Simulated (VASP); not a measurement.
Here is a VASP 6.6.1 calculation.

The input POSCAR:

```
ZnO
1.0
    3.3467887072      0.0000000000      0.0000000000
   -1.6733943536      2.8984040415      0.0000000000
    0.0000000000      0.0000000000      4.3861631229
Zn O
2 2
Direct
    0.3333333333      0.6666666667      0.2500000000
    0.6666666667      0.3333333333      0.7500000000
    0.6666666667      0.3333333333      0.2500000000
    0.3333333333      0.6666666667      0.7500000000
```

The input INCAR.step1:

```
  PREC = Accurate
  ENCUT = 520
  ISMEAR = 0
  SIGMA = 0.01
  LREAL = F
  LASPH = T
  NELM = 60
  NBANDS = 26
  GGA = PE
  ALGO = Normal
  EDIFF = 1E-4
  LWAVE = T
  LCHARG = F
```

The input INCAR.step2:

```
  PREC = Accurate
  ENCUT = 520
  EDIFF = 1E-6
  ISMEAR = 0
  SIGMA = 0.01
  LREAL = F
  LASPH = T
  NELM = 60
  ALGO = Normal
  ISIF = 2
  LWAVE = F
  LCHARG = F
  METAGGA = R2SCAN
  LMIXTAU = T
  NBANDS = 26
  ISTART = 1
```

File KPOINTS:

```
regular mesh
0
Gamma
  9 9 6
```

Potentials or basis: VASP PAW PBE potentials, release 64 (Zn, O).

Run with:

```sh
$ cat potpaw_PBE.64/Zn/POTCAR potpaw_PBE.64/O/POTCAR > POTCAR
$ cp INCAR.step1 INCAR
$ mpirun -np 1 vasp_std > vasp.out
$ cp INCAR.step2 INCAR
$ mpirun -np 1 vasp_std > vasp.out
```

Q: Estimate the band gap on the k mesh.

A: 1.65 eV, direct.

Q: What does it give for the pressure?

A: 12.8 GPa.

Stress tensor (GPa, compression positive):
```
13.79  0.00  0.00
 0.00 13.79  0.00
 0.00  0.00 10.81
```

Caveat: the PAW data sets were made with another functional, which shifts forces and pressure a little.
